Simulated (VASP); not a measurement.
# K (P6/mmm) in VASP: notebook

The runs below take K through single point, with PBEsol.

All numbers are computed with VASP 6.6.1; they aren't measurements. Logs are shortened: lines on timing, memory, paths and dates and some standing lists are left out, and cuts for length are marked.

## 1. The cell of the first run

Symmetry: P6/mmm, No. 191, hexagonal system. Conventional cell: a = 7.466 Å, b = 7.466 Å, c = 4.440 Å, α = 90.00°, β = 90.00°, γ = 120.00°. K (site symmetry 6/mmm) has 14 K at 4.44 to 4.85 Å within 5.8 Å. Within 5.7 Å of K (site symmetry -6m2) lie 11 K at 4.31 to 4.85 Å.

This isn't the form of K at room conditions, which is bcc.

## 2. Single point, PBEsol

File INCAR:

```
PREC = Accurate
ENCUT = 520
EDIFF = 1E-7
ISMEAR = -1
SIGMA = 0.1
LREAL = False
LASPH = True
NELM = 100
ALGO = Normal
ISIF = 2
LWAVE = False
LCHARG = True
GGA = PS
LELF = True
LVHAR = True
NBANDS = 20
```

File KPOINTS:

```
Automatic mesh
0
Gamma
  5 5 7
```

File POSCAR:

```
K
1.0
    7.4664905715      0.0000000000      0.0000000000
   -3.7332452858      6.4661705120      0.0000000000
    0.0000000000      0.0000000000      4.4395261000
K
3
Direct
    0.0000000000      1.0000000000      1.0000000000
    0.3333333333      0.6666666667      0.5000000000
    0.6666666667      0.3333333333      0.5000000000
```

Potentials or basis: VASP PAW PBE potentials, release 64 (K_sv).

Run with:

```bash
$ cat potpaw_PBE.64/K_sv/POTCAR > POTCAR
$ mpirun -np 1 vasp_std > vasp.out
```

OUTCAR:

```text
PREC = Accurate
   ENCUT = 520
   EDIFF = 1E-7
   ISMEAR = -1
   LREAL = False
   LASPH = True
   NELM = 100
   ISIF = 2
   GGA = PS

 ion  position               nearest neighbor table
   1  0.000  0.000  0.000-
   2  0.333  0.667  0.500-
   3  0.667  0.333  0.500-

  LATTYP: Found a hexagonal cell.
 ALAT       =     7.4664905715
 C/A-ratio  =     0.5945934114

  Lattice vectors:

 A1 = (   7.4664905715,   0.0000000000,   0.0000000000)
 A2 = (  -3.7332452858,   6.4661705120,   0.0000000000)
 A3 = (   0.0000000000,   0.0000000000,   4.4395261000)

Analysis of symmetry for initial positions (statically):
=====================================================================
 Subroutine PRICEL returns:
 Original cell was already a primitive cell.

 Routine SETGRP: Setting up the symmetry group for a
 hexagonal supercell.

 Subroutine GETGRP returns: Found 24 space group operations
 (whereof 24 operations were pure point group operations)
 out of a pool of 24 trial point group operations.

The static configuration has the point symmetry D_6h.

Analysis of symmetry for dynamics (positions and initial velocities):
=====================================================================
 Subroutine PRICEL returns:
 Original cell was already a primitive cell.

 Routine SETGRP: Setting up the symmetry group for a
 hexagonal supercell.

 Subroutine GETGRP returns: Found 24 space group operations
 (whereof 24 operations were pure point group operations)
 out of a pool of 24 trial point group operations.

The dynamic configuration has the point symmetry D_6h.

 Subroutine INISYM returns: Found 24 space group operations
 (whereof 24 operations are pure point group operations),
 and found     1 'primitive' translations

----------------------------------------------------------------------------------------

                                     Primitive cell

  volume of cell :     214.3385

  direct lattice vectors                    reciprocal lattice vectors
     7.466490571  0.000000000  0.000000000     0.133931730  0.077325520  0.000000000
    -3.733245286  6.466170512  0.000000000     0.000000000  0.154651041  0.000000000
     0.000000000  0.000000000  4.439526100     0.000000000  0.000000000  0.225249267

  length of vectors
     7.466490571  7.466490571  4.439526100     0.154651041  0.154651041  0.225249267

  position of ions in fractional coordinates (direct lattice)
     0.000000000  0.000000000  0.000000000
     0.333333333  0.666666667  0.500000000
     0.666666667  0.333333333  0.500000000

  ion indices of the primitive-cell ions
   primitive index   ion index
                 1           1
                 2           2
                 3           3

----------------------------------------------------------------------------------------

 KPOINTS: Automatic mesh

Automatic generation of k-mesh.
 Grid dimensions read from file:
 generate k-points for:    5    5    7

 Generating k-lattice:

  Cartesian coordinates                     Fractional coordinates (reciprocal lattice)
     0.026786346  0.015465104  0.000000000     0.200000000 -0.000000000  0.000000000
     0.000000000  0.030930208  0.000000000     0.000000000  0.200000000  0.000000000
     0.000000000  0.000000000  0.032178467     0.000000000  0.000000000  0.142857143

  Length of vectors
     0.030930208  0.030930208  0.032178467

  Shift w.r.t. Gamma in fractional coordinates (k-lattice)
     0.000000000  0.000000000  0.000000000

 Subroutine IBZKPT returns following result:
 ===========================================

 Found     20 irreducible k-points:

 Following reciprocal coordinates:
            Coordinates               Weight
  0.000000  0.000000  0.000000      1.000000
  0.200000  0.000000  0.000000      6.000000
  0.400000  0.000000  0.000000      6.000000
  0.200000  0.200000  0.000000      6.000000
  0.400000  0.200000  0.000000      6.000000
  0.000000  0.000000  0.142857      2.000000
[... 12 lines left out ...]
  0.200000  0.200000  0.428571     12.000000
  0.400000  0.200000  0.428571     12.000000
   k-points           NKPTS =     20   k-points in BZ     NKDIM =     20   number of bands    NBANDS=     20
   number of dos      NEDOS =    301   number of ions     NIONS =      3
   total plane-waves  NPLWV = 112896
   dimension x,y,z NGX =    56 NGY =   56 NGZ =   36
   dimension x,y,z NGXF=   112 NGYF=  112 NGZF=   72
   ions per type =               3
   NGX,Y,Z   is equivalent  to a cutoff of  12.47, 12.47, 13.48 a.u.
   NGXF,Y,Z  is equivalent  to a cutoff of  24.94, 24.94, 26.96 a.u.
 SYSTEM =  unknown system
   PREC   = accura    normal or accurate (medium, high low for compatibility)
   ISTART =      0    job   : 0-new  1-cont  2-samecut
   ICHARG =      2    charge: 1-file 2-atom 10-const
   ISPIN  =      1    spin polarized calculation?
   LNONCOLLINEAR =      F non collinear calculations
   LSORBIT =      F    spin-orbit coupling
   LASPH  =      T    aspherical Exc in radial PAW
   ENCUT  =  520.0 eV  38.22 Ry    6.18 a.u.  13.88 13.88  8.25*2*pi/ulx,y,z
   NELM   =    100;   NELMIN=  2; NELMDL= -5     # of ELM steps
   EDIFF  = 0.1E-06   stopping-criterion for ELM
   LREAL  =      F    real-space projection
   EDIFFG = 0.1E-05   stopping-criterion for IOM
   NSW    =      0    number of steps for IOM
   IBRION =     -1    ionic relax: 0-MD 1-quasi-New 2-CG
   NFREE  =      0    steps in history (QN), initial steepest desc. (CG)
   ISIF   =      2    stress and relaxation
   ISYM   =      2    0-nonsym 1-usesym 2-fastsym
   POTIM  = 0.5000    time-step for ionic-motion
   TEBEG  =    0.0;   TEEND  =   0.0 temperature during run
   PSTRESS=    0.0 pullay stress
   NELECT =      27.0000    total number of electrons
   NUPDOWN=      -1.0000    fix difference up-down
   EMIN   =  10.00;   EMAX   =-10.00  energy-range for DOS
   EFERMI =   0.00;   METHOD = LEGACY
   ISMEAR =    -1;   SIGMA  =   0.10  broadening in eV -4-tet -1-fermi 0-gaus
   EFERMI_NEDOS =   21; number of points for ismear=-14 and -15
   IALGO  =     38    algorithm
   IMIX   =      4    mixing-type and parameters
     AMIX     =   0.40;   BMIX     =  1.00
     AMIX_MAG =   1.60;   BMIX_MAG =  1.00
  volume/ion in A,a.u.               =      71.45       482.14
  Fermi-wavevector in a.u.,A,eV,Ry     =   0.820659  1.550820  9.163265  0.673481
  Thomas-Fermi vector in A             =   1.931680
   LORBIT       =      0    0 simple, 1 ext, 2 COOP (PROOUT), +10 PAW based schemes
   GGA     = PS    functional components
   LHFCALC =     F    Hartree Fock is set to
   AEXX    =    0.0000 exact exchange contribution
   IVDW    =     0    specifies the selected vdW correction
   LEPSILON=     F    determine dielectric tensor
   LRPA    =     F    only Hartree local field effects (RPA)
 non-spin polarized calculation
  energy-cutoff  :      520.00
  volume of cell :      214.34
 maximum number of plane-waves:      5789
 NGX is ok and might be reduce to    56
   NGX = 27   NGY = 27   NGZ = 17

 number of electron      26.9999999 magnetization

 Free energy of the ion-electron system (eV)
  ---------------------------------------------------
  ext. energy  EPLUGINS =         0.00000000
  ---------------------------------------------------
  free energy    TOTEN  =        -3.41566128 eV

  energy without entropy =       -3.34652307  energy(sigma->0) =       -3.38109218

 E-fermi :  -0.1230     XC(G=0):  -5.7682

 val. band max:       -0.1698455322   @ k =   0.2000   0.2000   0.1429
 cond. band min:       0.0838924066   @ k =   0.2000   0.0000   0.0000
 fundamental gap:      0.2537379388
 Fermi energy:        -0.1229893642

 k-point     1 :       0.0000    0.0000    0.0000
  band No.  band energies     occupation
      1     -32.1204      2.00000
      2     -32.1140      2.00000
      3     -32.0253      2.00000
      4     -15.6937      2.00000
      5     -15.6937      2.00000
      6     -15.6416      2.00000
[... 12 lines left out ...]
     19       1.6058      0.00000
     20       3.6772      0.00000

 k-point     2 :       0.2000    0.0000    0.0000
  band No.  band energies     occupation
      1     -32.1198      2.00000
      2     -32.1146      2.00000
      3     -32.0253      2.00000
      4     -15.6967      2.00000
      5     -15.6909      2.00000
      6     -15.6425      2.00000
[... 12 lines left out ...]
     19       2.3855      0.00000
     20       3.7088      0.00000

 k-point     3 :       0.4000    0.0000    0.0000
  band No.  band energies     occupation
      1     -32.1186      2.00000
      2     -32.1158      2.00000
      3     -32.0253      2.00000
      4     -15.7011      2.00000
      5     -15.6823      2.00000
      6     -15.6500      2.00000
[... 12 lines left out ...]
     19       3.0805      0.00000
     20       3.1045      0.00000

 k-point     4 :       0.2000    0.2000    0.0000
  band No.  band energies     occupation
      1     -32.1189      2.00000
      2     -32.1155      2.00000
      3     -32.0253      2.00000
      4     -15.6995      2.00000
      5     -15.6849      2.00000
      6     -15.6491      2.00000
[... 12 lines left out ...]
     19       2.9654      0.00000
     20       3.2372      0.00000

 k-point     5 :       0.4000    0.2000    0.0000
  band No.  band energies     occupation
      1     -32.1178      2.00000
      2     -32.1165      2.00000
      3     -32.0253      2.00000
      4     -15.7009      2.00000
      5     -15.6759      2.00000
      6     -15.6595      2.00000
[... 12 lines left out ...]
     19       3.1823      0.00000
     20       3.2016      0.00000
[... 261 lines left out ...]
      6     -15.6832      2.00000
[... 12 lines left out ...]
     19       2.4750      0.00000
     20       2.9248      0.00000

 k-point    18 :       0.4000    0.0000    0.4286
  band No.  band energies     occupation
      1     -32.1159      2.00000
      2     -32.1131      2.00000
      3     -32.0226      2.00000
      4     -15.6924      2.00000
      5     -15.6908      2.00000
      6     -15.6840      2.00000
[... 12 lines left out ...]
     19       1.9903      0.00000
     20       2.8300      0.00000

 k-point    19 :       0.2000    0.2000    0.4286
  band No.  band energies     occupation
      1     -32.1162      2.00000
      2     -32.1128      2.00000
      3     -32.0226      2.00000
      4     -15.6929      2.00000
      5     -15.6921      2.00000
      6     -15.6835      2.00000
[... 12 lines left out ...]
     19       2.5414      0.00000
     20       2.7127      0.00000

 k-point    20 :       0.4000    0.2000    0.4286
  band No.  band energies     occupation
      1     -32.1152      2.00000
      2     -32.1139      2.00000
      3     -32.0226      2.00000
      4     -15.6951      2.00000
      5     -15.6905      2.00000
      6     -15.6863      2.00000
[... 12 lines left out ...]
     19       2.5281      0.00000
     20       3.2103      0.00000

------------------------ aborting loop because EDIFF is reached ----------------------------------------

  FORCE on cell =-STRESS in cart. coord.  units (eV):
  Direction    XX          YY          ZZ          XY          YZ          ZX
  --------------------------------------------------------------------------------------
  -------------------------------------------------------------------------------------
  Total       -0.0143108     -0.0143108     -0.0020948      0.0000000     -0.0000000     -0.0000000
  in kB       -0.1069730     -0.1069730     -0.0156586      0.0000000     -0.0000000     -0.0000000
  external PRESSURE =      -0.0765348 kB  Pullay stress =       0.0000000 kB

 VOLUME and BASIS-vectors are now :
 -----------------------------------------------------------------------------
  energy-cutoff  :      520.00
  volume of cell :      214.34
      direct lattice vectors                 reciprocal lattice vectors
     7.466490571  0.000000000  0.000000000     0.133931730  0.077325520  0.000000000
    -3.733245286  6.466170512  0.000000000     0.000000000  0.154651041  0.000000000
     0.000000000  0.000000000  4.439526100     0.000000000  0.000000000  0.225249267

 POSITION                                       TOTAL-FORCE (eV/Angst)
 -----------------------------------------------------------------------------------
      0.00000      0.00000      0.00000        -0.000000      0.000000      0.000000
     -0.00000      4.31078      2.21976        -0.000000     -0.000000      0.000000
      3.73325      2.15539      2.21976         0.000000      0.000000      0.000000
 -----------------------------------------------------------------------------------
    total drift:                                0.000000     -0.000000      0.000000

  FREE ENERGIE OF THE ION-ELECTRON SYSTEM (eV)
  ---------------------------------------------------
  free  energy   TOTEN  =        -3.4156612802 eV

  energy  without entropy=       -3.3465230715  energy(sigma->0) =       -3.38109218
```

It took 60 s on 1 thread of Intel Xeon Platinum 8488C (Sapphire Rapids), shared host; peak memory 0.32 GiB.

What came out:

```
Free energy            : -3.4157 eV
Pressure               : 0.0 GPa
Band gap on the k mesh : zero (an odd number of electrons rules out a gap without spin polarisation)
```

Caveat: the PAW data sets were made with another functional, which shifts forces and pressure a little.

## 3. Single point, PBEsol (62.87 Å³/atom)

This run uses another cell than the first one, of 62.87 Å³/atom.

File INCAR:

```
PREC = Accurate ; ENCUT = 520
EDIFF = 1E-6 ; ISMEAR = -1
SIGMA = 0.1 ; LREAL = F
LASPH = T ; NELM = 60
ALGO = Normal ; ISIF = 2
LWAVE = F ; LCHARG = T
GGA = PS ; LELF = T
LVHAR = T ; NBANDS = 20
```

File KPOINTS:

```
Automatic mesh
0
Gamma
  6 6 8
```

File POSCAR:

```
K
1.0
    7.1550182373      0.0000000000      0.0000000000
   -3.5775091187      6.1964275581      0.0000000000
    0.0000000000      0.0000000000      4.2543267023
K
3
Direct
    0.0000000000      1.0000000000      1.0000000000
    0.3333333333      0.6666666667      0.5000000000
    0.6666666667      0.3333333333      0.5000000000
```

Potentials or basis: VASP PAW PBE potentials, release 64 (K_sv).

Run with:

```bash
$ cat potpaw_PBE.64/K_sv/POTCAR > POTCAR
$ mpirun -np 1 vasp_std > vasp.out
```

Wall time 80 s (1 thread of Intel Xeon Platinum 8488C (Sapphire Rapids), shared host); peak memory 0.33 GiB.

Results (log left out):

```
Free energy            : -3.3635 eV
Pressure               : 0.6 GPa
Band gap on the k mesh : zero (an odd number of electrons rules out a gap without spin polarisation)
```

Levels at points of the mesh, in eV from the Fermi level:
| k point | band 9 | band 10 | band 11 | band 12 | band 13 | band 14 | band 15 | band 16 | band 17 | band 18 |
| --- | --- | --- | --- | --- | --- | --- | --- | --- | --- | --- |
| (0.00, 0.00, 0.00) | -15.45 | -15.38 | -15.38 | -15.36 | -2.40 | 1.19 | 1.19 | 1.20 | 1.20 | 1.52 |
| (0.50, 0.00, 0.00) | -15.46 | -15.39 | -15.39 | -15.36 | -1.29 | -1.29 | 0.38 | 0.72 | 2.74 | 2.89 |
| (0.00, 0.00, 0.50) | -15.47 | -15.46 | -15.38 | -15.38 | -0.24 | -0.13 | 1.71 | 1.71 | 1.87 | 1.87 |
| (0.50, 0.00, 0.50) | -15.46 | -15.45 | -15.38 | -15.38 | 0.47 | 0.57 | 0.72 | 0.82 | 1.50 | 1.93 |

Caveat: the PAW data sets were made with another functional, which shifts forces and pressure a little.

## 4. Single point, PBEsol (65.73 Å³/atom)

This run uses another cell than the first one, of 65.73 Å³/atom.

File INCAR:

```
SYSTEM = K
PREC     = Accurate       ! precision mode
ENCUT    = 520            ! plane-wave cutoff, eV
EDIFF    = 1E-6           ! SCF threshold, eV
ISMEAR   = -1             ! smearing method
SIGMA    = 0.1            ! smearing width, eV
LREAL    = .FALSE.        ! projectors in reciprocal space
LASPH    = .TRUE.         ! aspherical terms in the spheres
NELM     = 80             ! most SCF steps
ALGO     = Normal         ! electronic algorithm
ISIF     = 2              ! what is computed and relaxed
LWAVE    = .FALSE.        ! write WAVECAR
LCHARG   = .TRUE.         ! write CHGCAR
GGA      = PS             ! functional
LELF     = .TRUE.         ! ELF
LVHAR    = .TRUE.       
NBANDS   = 20             ! bands
```

File KPOINTS:

```
Automatic mesh
0
G
  6 6 8
  0 0 0
```

File POSCAR:

```
K
1.0
    7.2618253009      0.0000000000      0.0000000000
   -3.6309126505      6.2889251884      0.0000000000
    0.0000000000      0.0000000000      4.3178334786
K
3
Direct
    0.0000000000      1.0000000000      1.0000000000
    0.3333333333      0.6666666667      0.5000000000
    0.6666666667      0.3333333333      0.5000000000
```

Run with:

```bash
$ cat potpaw_PBE.64/K_sv/POTCAR > POTCAR
$ mpirun -np 1 vasp_std > vasp.out
```

Run time: 84 s. Hardware: 1 thread of Intel Xeon Platinum 8488C (Sapphire Rapids), shared host; peak memory 0.33 GiB.

The run converged. Its results:

```
Free energy            : -3.3891 eV
Pressure               : 0.3 GPa
Band gap on the k mesh : zero (an odd number of electrons rules out a gap without spin polarisation)
```

Levels at points of the mesh, in eV from the Fermi level:
| k point | band 9 | band 10 | band 11 | band 12 | band 13 | band 14 | band 15 | band 16 | band 17 | band 18 |
| --- | --- | --- | --- | --- | --- | --- | --- | --- | --- | --- |
| (0.00, 0.00, 0.00) | -15.47 | -15.41 | -15.41 | -15.39 | -2.33 | 1.17 | 1.17 | 1.18 | 1.18 | 1.51 |
| (0.50, 0.00, 0.00) | -15.48 | -15.42 | -15.41 | -15.39 | -1.26 | -1.26 | 0.39 | 0.69 | 2.73 | 2.87 |
| (0.00, 0.00, 0.50) | -15.49 | -15.47 | -15.41 | -15.41 | -0.24 | -0.13 | 1.74 | 1.74 | 1.88 | 1.88 |
| (0.50, 0.00, 0.50) | -15.48 | -15.46 | -15.41 | -15.40 | 0.49 | 0.57 | 0.71 | 0.79 | 1.52 | 1.91 |

Caveat: the PAW data sets were made with another functional, which shifts forces and pressure a little.

## 5. The runs side by side

| cell | k mesh | gap on the mesh (eV) | pressure (GPa) |
| --- | --- | --- | --- |
| a = 7.466, b = 7.466, c = 4.440 Å, angles 90.0, 90.0, 120.0°, 3 atoms | 5 × 5 × 7 | none | 0.0 |
| a = 7.155, b = 7.155, c = 4.254 Å, angles 90.0, 90.0, 120.0°, 3 atoms | 6 × 6 × 8 | none | 0.6 |
| a = 7.262, b = 7.262, c = 4.318 Å, angles 90.0, 90.0, 120.0°, 3 atoms | 6 × 6 × 8 | none | 0.3 |

Alike in all rows: task single point; level PBEsol; potentials or basis VASP PAW PBE potentials, release 64 (K_sv); no spin polarisation; cutoff (eV) 520; smearing fermi-dirac 0.1 eV.

Caveats: the PAW data sets were made with another functional, which shifts forces and pressure a little.

Absolute energies hang on the potentials; compare differences alone.
